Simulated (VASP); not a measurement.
# Si (I4mm) in VASP: single point with PBE+D3(BJ)

Aim: the single point of Si with PBE+D3(BJ).

Everything below comes from runs of VASP 6.6.1. Logs are shortened: lines on timing, memory, paths and dates and some standing lists are left out, and cuts for length are marked.

### 1 The cell of the first run

It takes space group I4mm (No. 107, tetragonal). Conventional cell: a = 5.375 Å, b = 5.375 Å, c = 7.602 Å, α = 90.00°, β = 90.00°, γ = 90.00°. Si (site symmetry 4mm) has 12 Si at 2.48 to 2.91 Å within 3.3 Å. Si (site symmetry 2mm) has 12 Si at 2.69 to 2.70 Å within 3.5 Å. Si (site symmetry m) has 12 Si at 2.48 to 2.91 Å within 3.3 Å. Within 3.6 Å of Si (site symmetry 4mm) lie 13 Si at 2.69 to 3.50 Å.

### 2 Single point, PBE+D3(BJ) (atom 1 (Si) moved by (-0.300, +0.000) A along x and y)

File INCAR:

```
SYSTEM = Si
PREC = Accurate ; ENCUT = 520
EDIFF = 1E-6 ; ISMEAR = 0
SIGMA = 0.15 ; LREAL = .False.
LASPH = .True. ; NELM = 60
ALGO = Normal ; ISIF = 2
LWAVE = .False. ; LCHARG = .False.
GGA = PE ; IVDW = 12
NBANDS = 26
```

File KPOINTS:

```
regular mesh
0
Gamma
  14 14 14
  0 0 0
```

File POSCAR:

```
Si
1.0
    0.0000000000      3.8010408856     -3.8010408856
   -3.8010408856      0.0000000000     -3.8010408856
   -3.8010408856      3.8010408856      0.0000000000
Si
8
Direct
    0.4605371254      0.5394628746      0.0394628746
    0.0000000000      0.5000000000      0.0000000000
    0.5000000000      0.0000000000      0.0000000000
    0.0000000000      0.0000000000      0.0000000000
    0.5000000000      0.5000000000      0.5000000000
    0.0000000000      0.5000000000      0.5000000000
    0.5000000000      0.0000000000      0.5000000000
    0.0000000000      0.0000000000      0.5000000000
```

Potentials or basis: VASP PAW PBE potentials, release 64 (Si).

Launch:

```
> cat potpaw_PBE.64/Si/POTCAR > POTCAR
> mpirun -np 1 vasp_std > vasp.out
```

OUTCAR:

```text
SYSTEM = Si
   PREC = Accurate
   ENCUT = 520
   EDIFF = 1E-6
   ISMEAR = 0
   LREAL = .False.
   LASPH = .True.
   NELM = 60
   ISIF = 2
   GGA = PE
   IVDW = 12
 IVDW          = 12

 ion  position               nearest neighbor table
   1  0.461  0.539  0.039-   3 2.48   4 2.48   5 2.48   6 2.48   2 2.70   2 2.70   7 2.70   7 2.70
                             5 2.91   4 2.91   3 2.91   6 2.91
   2  0.000  0.500  0.000-   4 2.69   6 2.69   5 2.69   6 2.69   8 2.69   3 2.69   4 2.69   8 2.69
                             3 2.69   5 2.69   1 2.70   1 2.70
   3  0.500  0.000  0.000-   1 2.48   4 2.69   7 2.69   5 2.69   7 2.69   8 2.69   2 2.69   5 2.69
                             2 2.69   4 2.69   8 2.69   1 2.91
   4  0.000  0.000  0.000-   1 2.48   2 2.69   3 2.69   8 2.69   6 2.69   7 2.69   8 2.69   2 2.69
                             6 2.69   3 2.69   7 2.69   1 2.91
   5  0.500  0.500  0.500-   1 2.48   6 2.69   7 2.69   2 2.69   3 2.69   3 2.69   7 2.69   8 2.69
                             2 2.69   6 2.69   8 2.69   1 2.91
   6  0.000  0.500  0.500-   1 2.48   2 2.69   5 2.69   8 2.69   2 2.69   4 2.69   4 2.69   7 2.69
                             8 2.69   5 2.69   7 2.69   1 2.91
   7  0.500  0.000  0.500-   3 2.69   5 2.69   8 2.69   3 2.69   4 2.69   5 2.69   6 2.69   4 2.69
                             6 2.69   8 2.69   1 2.70   1 2.70
   8  0.000  0.000  0.500-   4 2.69   6 2.69   7 2.69   2 2.69   3 2.69   4 2.69   2 2.69   5 2.69
                             6 2.69   3 2.69   5 2.69   7 2.69

  LATTYP: Found a face centered cubic cell.
 ALAT       =     7.6020817712

  Lattice vectors:

 A1 = (   0.0000000000,   3.8010408856,  -3.8010408856)
 A2 = (  -3.8010408856,   0.0000000000,  -3.8010408856)
 A3 = (  -3.8010408856,   3.8010408856,   0.0000000000)

Analysis of symmetry for initial positions (statically):
=====================================================================
 Subroutine PRICEL returns:
 Original cell was already a primitive cell.

 Routine SETGRP: Setting up the symmetry group for a
 face centered cubic supercell.

 Subroutine GETGRP returns: Found  8 space group operations
 (whereof  2 operations were pure point group operations)
 out of a pool of 48 trial point group operations.

The static configuration has the point symmetry C_1h.
 The point group associated with its full space group is C_4v.

Analysis of symmetry for dynamics (positions and initial velocities):
=====================================================================
 Subroutine PRICEL returns:
 Original cell was already a primitive cell.

 Routine SETGRP: Setting up the symmetry group for a
 face centered cubic supercell.

 Subroutine GETGRP returns: Found  8 space group operations
 (whereof  2 operations were pure point group operations)
 out of a pool of 48 trial point group operations.

The dynamic configuration has the point symmetry C_1h.
 The point group associated with its full space group is C_4v.

 Subroutine INISYM returns: Found  8 space group operations
 (whereof  2 operations are pure point group operations),
 and found     1 'primitive' translations

----------------------------------------------------------------------------------------

                                     Primitive cell

  volume of cell :     109.8342

  direct lattice vectors                    reciprocal lattice vectors
     0.000000000  3.801040886 -3.801040886     0.131542915  0.131542915 -0.131542915
    -3.801040886  0.000000000 -3.801040886    -0.131542915 -0.131542915 -0.131542915
    -3.801040886  3.801040886  0.000000000    -0.131542915  0.131542915  0.131542915

  length of vectors
     5.375483572  5.375483572  5.375483572     0.227839013  0.227839013  0.227839013

  position of ions in fractional coordinates (direct lattice)
     0.460537125  0.539462875  0.039462875
     0.000000000  0.500000000  0.000000000
     0.500000000  0.000000000  0.000000000
     0.000000000  0.000000000  0.000000000
     0.500000000  0.500000000  0.500000000
     0.000000000  0.500000000  0.500000000
     0.500000000  0.000000000  0.500000000
     0.000000000  0.000000000  0.500000000

  ion indices of the primitive-cell ions
   primitive index   ion index
                 1           1
                 2           2
                 3           3
                 4           4
                 5           5
                 6           6
                 7           7
                 8           8

----------------------------------------------------------------------------------------

 KPOINTS: regular mesh

Automatic generation of k-mesh.
 Grid dimensions read from file:
 generate k-points for:   14   14   14

 Generating k-lattice:

  Cartesian coordinates                     Fractional coordinates (reciprocal lattice)
     0.009395923  0.009395923 -0.009395923     0.071428571  0.000000000  0.000000000
    -0.009395923 -0.009395923 -0.009395923     0.000000000  0.071428571  0.000000000
    -0.009395923  0.009395923  0.009395923     0.000000000  0.000000000  0.071428571

  Length of vectors
     0.016274215  0.016274215  0.016274215

  Shift w.r.t. Gamma in fractional coordinates (k-lattice)
     0.000000000  0.000000000  0.000000000

 Subroutine IBZKPT returns following result:
 ===========================================

 Found    244 irreducible k-points:

 Following reciprocal coordinates:
            Coordinates               Weight
  0.000000  0.000000  0.000000      1.000000
  0.071429  0.000000  0.000000      8.000000
  0.142857  0.000000  0.000000      8.000000
  0.214286  0.000000  0.000000      8.000000
  0.285714  0.000000  0.000000      8.000000
  0.357143  0.000000  0.000000      8.000000
[... 16 lines left out ...]
 -0.428571  0.071429  0.000000     16.000000
  0.000000 -0.428571  0.071429      8.000000
 [... further k-points ...]
   k-points           NKPTS =    244   k-points in BZ     NKDIM =    244   number of bands    NBANDS=     26
   number of dos      NEDOS =    301   number of ions     NIONS =      8
   total plane-waves  NPLWV =  64000
   dimension x,y,z NGX =    40 NGY =   40 NGZ =   40
   dimension x,y,z NGXF=    80 NGYF=   80 NGZF=   80
   ions per type =               8
   NGX,Y,Z   is equivalent  to a cutoff of  12.37, 12.37, 12.37 a.u.
   NGXF,Y,Z  is equivalent  to a cutoff of  24.74, 24.74, 24.74 a.u.
 SYSTEM =  Si
   PREC   = accura    normal or accurate (medium, high low for compatibility)
   ISTART =      0    job   : 0-new  1-cont  2-samecut
   ICHARG =      2    charge: 1-file 2-atom 10-const
   ISPIN  =      1    spin polarized calculation?
   LNONCOLLINEAR =      F non collinear calculations
   LSORBIT =      F    spin-orbit coupling
   LASPH  =      T    aspherical Exc in radial PAW
   ENCUT  =  520.0 eV  38.22 Ry    6.18 a.u.   9.99  9.99  9.99*2*pi/ulx,y,z
   NELM   =     60;   NELMIN=  2; NELMDL= -5     # of ELM steps
   EDIFF  = 0.1E-05   stopping-criterion for ELM
   LREAL  =      F    real-space projection
   EDIFFG = 0.1E-04   stopping-criterion for IOM
   NSW    =      0    number of steps for IOM
   IBRION =     -1    ionic relax: 0-MD 1-quasi-New 2-CG
   NFREE  =      0    steps in history (QN), initial steepest desc. (CG)
   ISIF   =      2    stress and relaxation
   ISYM   =      2    0-nonsym 1-usesym 2-fastsym
   POTIM  = 0.5000    time-step for ionic-motion
   TEBEG  =    0.0;   TEEND  =   0.0 temperature during run
   PSTRESS=    0.0 pullay stress
   NELECT =      32.0000    total number of electrons
   NUPDOWN=      -1.0000    fix difference up-down
   EMIN   =  10.00;   EMAX   =-10.00  energy-range for DOS
   EFERMI =   0.00;   METHOD = LEGACY
   ISMEAR =     0;   SIGMA  =   0.15  broadening in eV -4-tet -1-fermi 0-gaus
   EFERMI_NEDOS =   21; number of points for ismear=-14 and -15
   IALGO  =     38    algorithm
   IMIX   =      4    mixing-type and parameters
     AMIX     =   0.40;   BMIX     =  1.00
     AMIX_MAG =   1.60;   BMIX_MAG =  1.00
  volume/ion in A,a.u.               =      13.73        92.65
  Fermi-wavevector in a.u.,A,eV,Ry     =   1.085290  2.050900 16.025668  1.177853
  Thomas-Fermi vector in A             =   2.221400
   LORBIT       =      0    0 simple, 1 ext, 2 COOP (PROOUT), +10 PAW based schemes
   GGA     = PE    functional components
   LHFCALC =     F    Hartree Fock is set to
   AEXX    =    0.0000 exact exchange contribution
   IVDW    =    12    specifies the selected vdW correction
   LEPSILON=     F    determine dielectric tensor
   LRPA    =     F    only Hartree local field effects (RPA)
 non-spin polarized calculation
 Gauss-broadening in eV      SIGMA  =   0.15
  energy-cutoff  :      520.00
  volume of cell :      109.83
 maximum number of plane-waves:      2978
   NGX = 19   NGY = 19   NGZ = 19

 number of electron      32.0000000 magnetization

 Free energy of the ion-electron system (eV)
  ---------------------------------------------------
  ext. energy  EPLUGINS =         0.00000000
  ---------------------------------------------------
  free energy    TOTEN  =       -38.90933148 eV

  energy without entropy =      -38.87533038  energy(sigma->0) =      -38.89233093

 E-fermi :  10.8970     XC(G=0): -11.4006

 val. band max:       10.8906614244   @ k =   0.0000  -0.2857   0.2857
 cond. band min:      10.8975804739   @ k =   0.3571   0.0714  -0.3571
 fundamental gap:      0.0069190495
 Fermi energy:        10.8970044758

 k-point     1 :       0.0000    0.0000    0.0000
  band No.  band energies     occupation
      1      -4.1225      2.00000
      2       2.7336      2.00000
      3       2.8857      2.00000
      4       2.8857      2.00000
      5       3.1016      2.00000
      6       3.5621      2.00000
[... 18 lines left out ...]
     25      17.6466      0.00000
     26      17.9975      0.00000

 k-point     2 :       0.0714    0.0000    0.0000
  band No.  band energies     occupation
      1      -4.0843      2.00000
      2       2.1359      2.00000
      3       2.7856      2.00000
      4       2.7979      2.00000
      5       3.0258      2.00000
      6       3.6406      2.00000
[... 630 lines left out ...]
 k-point    24 :       0.0000   -0.4286    0.0714
  band No.  band energies     occupation
      1      -2.5911      2.00000
      2      -1.8097      2.00000
      3       1.6432      2.00000
      4       2.3381      2.00000
      5       2.4317      2.00000
      6       3.0595      2.00000
[... 18 lines left out ...]
     25      15.4934      0.00000
     26      15.6754      0.00000

 [... further k-points ...]

------------------------ aborting loop because EDIFF is reached ----------------------------------------

 Edisp (eV)   -3.61943

 E8    (eV) :    -1.4801

  FORCE on cell =-STRESS in cart. coord.  units (eV):
  Direction    XX          YY          ZZ          XY          YZ          ZX
  --------------------------------------------------------------------------------------
  -------------------------------------------------------------------------------------
  Total       0.57613     0.37724     0.37724     0.00000     0.00000     0.00000
  in kB       8.40418     5.50291     5.50291     0.00000     0.00000     0.00000
  external pressure =        6.47 kB  Pullay stress =        0.00 kB

 VOLUME and BASIS-vectors are now :
 -----------------------------------------------------------------------------
  energy-cutoff  :      520.00
  volume of cell :      109.83
      direct lattice vectors                 reciprocal lattice vectors
     0.000000000  3.801040886 -3.801040886     0.131542915  0.131542915 -0.131542915
    -3.801040886  0.000000000 -3.801040886    -0.131542915 -0.131542915 -0.131542915
    -3.801040886  3.801040886  0.000000000    -0.131542915  0.131542915  0.131542915

 POSITION                                       TOTAL-FORCE (eV/Angst)
 -----------------------------------------------------------------------------------
     -2.20052      1.90052     -3.80104         1.026511      0.000000     -0.000000
     -1.90052      0.00000     -1.90052         0.329662     -0.000000     -0.000000
      0.00000      1.90052     -1.90052        -0.366598      0.000000     -0.570917
      0.00000      0.00000      0.00000        -0.366598     -0.570917     -0.000000
     -3.80104      3.80104     -3.80104        -0.366598      0.570917     -0.000000
     -3.80104      1.90052     -1.90052        -0.366598      0.000000      0.570917
     -1.90052      3.80104     -1.90052         0.329662      0.000000     -0.000000
     -1.90052      1.90052      0.00000        -0.219445      0.000000     -0.000000
 -----------------------------------------------------------------------------------
    total drift:                                0.000012      0.000000     -0.000000

  FREE ENERGIE OF THE ION-ELECTRON SYSTEM (eV)
  ---------------------------------------------------
  free  energy   TOTEN  =       -42.5287655078 eV

  energy  without entropy=      -42.4947644143  energy(sigma->0) =      -42.51176496
```

Wall time 5.1 min (1 thread of Intel Xeon Platinum 8488C (Sapphire Rapids), shared host); peak memory 0.55 GiB.

Results:

```
Free energy                : -42.5288 eV
Pressure                   : 0.6 GPa
Largest force              : 1.027 eV/Å
Band gap on the k mesh     : zero (bands 16 and 17 overlap by 4.47 eV)
Dispersion energy per atom : -0.452 eV
```

Forces on the atoms (eV/Å):
```
Si   1.027  0.000  0.000
Si   0.330  0.000  0.000
Si  -0.367  0.000 -0.571
Si  -0.367 -0.571  0.000
Si  -0.367  0.571  0.000
Si  -0.367  0.000  0.571
Si   0.330  0.000  0.000
Si  -0.219  0.000  0.000
```

Stress tensor (GPa, compression positive):
```
0.84 0.00 0.00
0.00 0.55 0.00
0.00 0.00 0.55
```

Levels at points of the mesh, in eV from the Fermi level:
| k point | band 13 | band 14 | band 15 | band 16 | band 17 | band 18 | band 19 | band 20 |
| --- | --- | --- | --- | --- | --- | --- | --- | --- |
| (0.00, 0.00, 0.00) | -4.59 | -4.58 | -4.37 | 3.12 | 3.12 | 3.25 | 3.37 | 3.37 |
| (0.50, 0.00, 0.00) | -3.22 | -3.18 | 0.84 | 1.14 | 1.35 | 1.35 | 1.43 | 1.46 |
| (0.50, 0.50, 0.00) | -1.86 | -1.71 | -1.39 | -1.09 | -0.79 | -0.36 | -0.04 | -0.03 |
| (0.00, 0.50, 0.50) | -1.78 | -1.66 | -0.96 | -0.93 | -0.93 | -0.84 | 0.22 | 0.25 |

Caveat: the cell differs from its parent crystal (atom 1 (Si) moved by (-0.300, +0.000) A along x and y); forces of over 1 eV/Å act on the atoms, so gaps and moduli don't describe the material at rest.
